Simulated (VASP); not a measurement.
Here is a VASP 6.6.1 calculation.

The input INCAR:

```
PREC = Accurate ; ENCUT = 520
EDIFF = 1E-6 ; ISMEAR = 0
SIGMA = 0.1 ; LREAL = F
LASPH = T ; NELM = 60
ALGO = Normal ; ISIF = 2
LWAVE = F ; LCHARG = F
GGA = PE ; NBANDS = 66
```

The input KPOINTS:

```
regular mesh
0
Gamma
  4 4 4
```

The input POSCAR:

```
Ge
1.0
    3.4077301000     -3.8757657900      0.0000000000
    3.4077301000      3.8757657900      0.0000000000
    0.0000000000      0.0000000000      6.7976369600
Ge
8
Direct
    0.3068769000      0.0393005300      0.4095200300
    0.4606994700      0.1931231000      0.0904799700
    0.0393005300      0.3068769000      0.5904799700
    0.1931231000      0.4606994700      0.9095200300
    0.9606994700      0.6931231000      0.4095200300
    0.6931231000      0.9606994700      0.5904799700
    0.8068769000      0.5393005300      0.0904799700
    0.5393005300      0.8068769000      0.9095200300
```

Potentials or basis: VASP PAW PBE potentials, release 64 (Ge_d).

Run with:

```console
$ cat potpaw_PBE.64/Ge_d/POTCAR > POTCAR
$ mpirun -np 1 vasp_std > vasp.out
```

(1) What does it give for the pressure?

(2) What does it give for the largest force?

(3) What does it give for the band gap on the k mesh?

Answers

(1) 9.1 GPa.

(2) 0.956 eV/Å.

(3) 0.04 eV (least direct gap 0.52 eV).

Caveat: the cell stands under pressure.
